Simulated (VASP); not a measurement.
# ZnAu (Pm-3m) in VASP: further runs, part 2 of 2

VASP 6.6.1. Earlier steps stand in the parts before.

## Step 3: Single point, PBE (strained)

File INCAR:

```
SYSTEM = ZnAu
ALGO = Normal
EDIFF = 1E-6
ENCUT = 520
GGA = PE
ISIF = 2
ISMEAR = 0
LASPH = .True.
LCHARG = .True.
LELF = .True.
LREAL = .False.
LVHAR = .True.
LWAVE = .False.
NBANDS = 18
NELM = 60
PREC = Accurate
SIGMA = 0.1
```

File KPOINTS:

```
k-points
0
Gamma
  14 14 14
  0 0 0
```

File POSCAR:

```
ZnAu
1.0
    3.1327755600      0.0000000000      0.0000000000
    0.0000000000      3.1327755600      0.0000000000
    0.0000000000      0.0000000000      3.1327755600
Zn Au
1 1
Direct
    0.5000000000      0.5000000000      0.5000000000
    0.0000000000      0.0000000000      0.0000000000
```

Potentials or basis: VASP PAW PBE potentials, release 64 (Zn, Au).

Started as:

```
cat potpaw_PBE.64/Zn/POTCAR potpaw_PBE.64/Au/POTCAR > POTCAR
mpirun -np 1 vasp_std > vasp.out
```

Run time: 13 s. Hardware: 1 thread of Intel Xeon 6975P-C (Granite Rapids), shared host; peak memory 0.19 GiB.

Results (log left out):

```
Free energy            : -4.7125 eV
Pressure               : 7.0 GPa
Band gap on the k mesh : zero (an odd number of electrons rules out a gap without spin polarisation)
```

Levels at points of the mesh, in eV from the Fermi level:
| k point | band 9 | band 10 | band 11 | band 12 | band 13 | band 14 | band 15 | band 16 |
| --- | --- | --- | --- | --- | --- | --- | --- | --- |
| (0.00, 0.00, 0.00) | -3.78 | -3.78 | -3.78 | 5.01 | 5.01 | 5.01 | 9.03 | 12.23 |
| (0.50, 0.00, 0.00) | -4.99 | -4.99 | -3.94 | -2.39 | 10.44 | 11.23 | 11.23 | 11.33 |
| (0.50, 0.50, 0.00) | -4.12 | -3.19 | -2.04 | -2.04 | 0.88 | 2.58 | 10.48 | 12.73 |
| (0.50, 0.50, 0.50) | -3.14 | -3.14 | 1.44 | 3.68 | 3.77 | 3.77 | 3.77 | 5.96 |

Caveat: the cell differs from its parent crystal (strained); the cell stands under pressure; spin-orbit coupling is left out, which moves the levels of the heavy elements.

## Step 4: Single point, PBE (strained)

File INCAR:

```
PREC = Accurate ; ENCUT = 520
EDIFF = 1E-6 ; ISMEAR = 0
SIGMA = 0.1 ; LREAL = F
LASPH = T ; NELM = 60
ALGO = Normal ; ISIF = 2
LWAVE = F ; LCHARG = F
GGA = PE ; NBANDS = 18
```

File KPOINTS:

```
Automatic mesh
0
Gamma
  14 14 14
```

File POSCAR:

```
ZnAu
1.0
    3.1953064500      0.0000000000      0.0000000000
    0.0000000000      3.1953064500      0.0000000000
    0.0000000000      0.0000000000      3.1953064500
Zn Au
1 1
Direct
    0.5000000000      0.5000000000      0.5000000000
    0.0000000000      0.0000000000      0.0000000000
```

Potentials or basis: VASP PAW PBE potentials, release 64 (Zn, Au).

Started as:

```
cat potpaw_PBE.64/Zn/POTCAR potpaw_PBE.64/Au/POTCAR > POTCAR
mpirun -np 1 vasp_std > vasp.out
```

OUTCAR:

```text
PREC = Accurate
   ENCUT = 520
   EDIFF = 1E-6
   ISMEAR = 0
   LREAL = F
   LASPH = T
   NELM = 60
   ISIF = 2
   GGA = PE

 ion  position               nearest neighbor table
   1  0.500  0.500  0.500-   2 2.77   2 2.77   2 2.77   2 2.77   2 2.77   2 2.77   2 2.77   2 2.77

   2  0.000  0.000  0.000-   1 2.77   1 2.77   1 2.77   1 2.77   1 2.77   1 2.77   1 2.77   1 2.77

  LATTYP: Found a simple cubic cell.
 ALAT       =     3.1953064500

  Lattice vectors:

[... 191 lines left out ...]
      4      -0.7807      2.00000
      5      -0.7807      2.00000
      6      -0.7807      2.00000
[... 481 lines left out ...]
      5      -0.7684      2.00000
      6      -0.3497      2.00000
[... 10 lines left out ...]
     17      20.4430      0.00000
     18      20.9129      0.00000

 [... further k-points ...]
[... 5 lines left out ...]
  --------------------------------------------------------------------------------------
  -------------------------------------------------------------------------------------
  Total       -0.1820154     -0.1820154     -0.1820154      0.0000000     -0.0000000     -0.0000000
  in kB       -8.9388397     -8.9388397     -8.9388397      0.0000000     -0.0000000     -0.0000000
  external PRESSURE =      -8.9388397 kB  Pullay stress =       0.0000000 kB

 VOLUME and BASIS-vectors are now :
 -----------------------------------------------------------------------------
  energy-cutoff  :      520.00
  volume of cell :       32.62
      direct lattice vectors                 reciprocal lattice vectors
     3.195306450  0.000000000  0.000000000     0.312959028  0.000000000  0.000000000
     0.000000000  3.195306450  0.000000000     0.000000000  0.312959028  0.000000000
     0.000000000  0.000000000  3.195306450     0.000000000  0.000000000  0.312959028

 POSITION                                       TOTAL-FORCE (eV/Angst)
 -----------------------------------------------------------------------------------
      1.59765      1.59765      1.59765         0.000000      0.000000      0.000000
      0.00000      0.00000      0.00000         0.000000      0.000000      0.000000
 -----------------------------------------------------------------------------------
    total drift:                                0.000000      0.000000     -0.000000

  FREE ENERGIE OF THE ION-ELECTRON SYSTEM (eV)
  ---------------------------------------------------
  free  energy   TOTEN  =        -4.7465557592 eV

  energy  without entropy=       -4.7429857171  energy(sigma->0) =       -4.74477074
```

OSZICAR:

```text
N       E                     dE             d eps       ncg     rms          rms(c)
DAV:   1     0.130294869669E+03    0.13029E+03   -0.11507E+04  4464   0.163E+03
DAV:   2     0.208032866820E+00   -0.13009E+03   -0.12393E+03  4400   0.311E+02
DAV:   3    -0.513590129349E+01   -0.53439E+01   -0.53001E+01  4818   0.682E+01
DAV:   4    -0.518130403920E+01   -0.45403E-01   -0.45389E-01  4662   0.558E+00
DAV:   5    -0.518181205348E+01   -0.50801E-03   -0.50801E-03  4598   0.627E-01    0.754E+00
DAV:   6    -0.477747658423E+01    0.40434E+00   -0.12037E+00  4610   0.120E+01    0.490E+00
DAV:   7    -0.475439296888E+01    0.23084E-01   -0.27241E-02  5842   0.332E+00    0.267E+00
DAV:   8    -0.474652821046E+01    0.78648E-02   -0.10059E-02  4448   0.102E+00    0.169E-01
DAV:   9    -0.474654522443E+01   -0.17014E-04   -0.35200E-04  5156   0.248E-01    0.818E-02
DAV:  10    -0.474655489019E+01   -0.96658E-05   -0.45366E-05  4674   0.743E-02    0.175E-02
DAV:  11    -0.474655575920E+01   -0.86901E-06   -0.49819E-06  4550   0.363E-02
   1 F= -.47465558E+01 E0= -.47447707E+01  d E =-.357004E-02
```

Run time: 12 s. Hardware: 1 thread of Intel Xeon 6975P-C (Granite Rapids), shared host; peak memory 0.19 GiB.

What came out:

- Free energy: -4.7466 eV
- Pressure: -0.9 GPa
- Band gap on the k mesh: zero (an odd number of electrons rules out a gap without spin polarisation)

Caveat: the cell differs from its parent crystal (strained); spin-orbit coupling is left out, which moves the levels of the heavy elements.

## Step 5: Single point, PBE (strained)

File INCAR:

```
  PREC = Accurate
  ENCUT = 520
  EDIFF = 1E-7
  ISMEAR = 0
  SIGMA = 0.1
  LREAL = F
  LASPH = T
  NELM = 80
  ALGO = Normal
  ISIF = 2
  LWAVE = F
  LCHARG = F
  GGA = PE
  NBANDS = 18
```

KPOINTS is that of step 4.

File POSCAR:

```
ZnAu
1.0
    3.2015060400      0.0000000000      0.0000000000
    0.0000000000      3.2015060400      0.0000000000
    0.0000000000      0.0000000000      3.2015060400
Zn Au
1 1
Direct
    0.5000000000      0.5000000000      0.5000000000
    0.0000000000      0.0000000000      0.0000000000
```

Started as:

```
cat potpaw_PBE.64/Zn/POTCAR potpaw_PBE.64/Au/POTCAR > POTCAR
mpirun -np 1 vasp_std > vasp.out
```

Run time: 14 s. Hardware: 1 thread of Intel Xeon 6975P-C (Granite Rapids), shared host; peak memory 0.2 GiB.

Results (log left out):

* Free energy: -4.7453 eV
* Pressure: -1.5 GPa
* Band gap on the k mesh: zero (an odd number of electrons rules out a gap without spin polarisation)

Levels at points of the mesh, in eV from the Fermi level:
```csv
k point,band 8,band 9,band 10,band 11,band 12,band 13,band 14,band 15,band 16,band 17
"(0.00, 0.00, 0.00)",-5.23,-3.65,-3.65,-3.65,4.94,4.94,4.94,8.23,11.78,11.78
"(0.50, 0.00, 0.00)",-5.26,-4.70,-4.70,-3.77,-2.36,10.34,10.78,10.78,10.84,10.84
"(0.50, 0.50, 0.00)",-3.98,-3.98,-3.10,-1.75,-1.75,0.68,2.21,10.14,12.50,12.50
"(0.50, 0.50, 0.50)",-6.08,-3.05,-3.05,1.27,3.29,3.72,3.72,3.72,5.66,5.66
```

Caveat: the cell differs from its parent crystal (strained); spin-orbit coupling is left out, which moves the levels of the heavy elements.

## Step 6: Single point, PBE (strained)

File INCAR:

```
ALGO = Normal
EDIFF = 1E-6
ENCUT = 520
GGA = PE
ISIF = 2
ISMEAR = 0
LASPH = T
LCHARG = F
LREAL = F
LWAVE = F
NBANDS = 18
NELM = 100
PREC = Accurate
SIGMA = 0.1
```

File KPOINTS:

```
k-points
0
Gamma
  14 14 14
```

File POSCAR:

```
ZnAu
1.0
    3.2132758200      0.0000000000      0.0000000000
    0.0000000000      3.2132758200      0.0000000000
    0.0000000000      0.0000000000      3.2132758200
Zn Au
1 1
Direct
    0.5000000000      0.5000000000      0.5000000000
    0.0000000000      0.0000000000      0.0000000000
```

Potentials or basis: VASP PAW PBE potentials, release 64 (Zn, Au).

Started as:

```
cat potpaw_PBE.64/Zn/POTCAR potpaw_PBE.64/Au/POTCAR > POTCAR
mpirun -np 1 vasp_std > vasp.out
```

Run time: 12 s. Hardware: 1 thread of Intel Xeon 6975P-C (Granite Rapids), shared host; peak memory 0.19 GiB.

Results (log left out):

- Free energy: -4.7408 eV
- Pressure: -2.7 GPa
- Band gap on the k mesh: zero (an odd number of electrons rules out a gap without spin polarisation)

Levels at points of the mesh, in eV from the Fermi level:
```
           k point  band 9  band 10  band 11  band 12  band 13  band 14  band 15  band 16
(0.00, 0.00, 0.00)   -3.62    -3.62    -3.62     4.92     4.92     4.92     8.10    11.71
(0.50, 0.00, 0.00)   -4.65    -4.65    -3.75    -2.35    10.32    10.69    10.69    10.78
(0.50, 0.50, 0.00)   -3.96    -3.08    -1.71    -1.71     0.64     2.15    10.08    12.46
(0.50, 0.50, 0.50)   -3.04    -3.04     1.24     3.23     3.71     3.71     3.71     5.61
```

Caveat: the cell differs from its parent crystal (strained); spin-orbit coupling is left out, which moves the levels of the heavy elements.

## Step 7: The runs side by side

```csv
cell,gap on the mesh (eV),pressure (GPa)
"a = 3.072 Å, 2 atoms",none,17.5
"a = 3.133 Å, 2 atoms",none,7.0
"a = 3.195 Å, 2 atoms",none,-0.9
"a = 3.202 Å, 2 atoms",none,-1.5
"a = 3.213 Å, 2 atoms",none,-2.7
```

Alike in all rows: task single point; level PBE; potentials or basis VASP PAW PBE potentials, release 64 (Zn, Au); no spin polarisation; k mesh 14 × 14 × 14; cutoff (eV) 520; smearing gaussian 0.1 eV.

Caveats: spin-orbit coupling is left out, which moves the levels of the heavy elements; the cell stands under pressure (at least some runs).

Absolute energies hang on the potentials; compare differences alone.
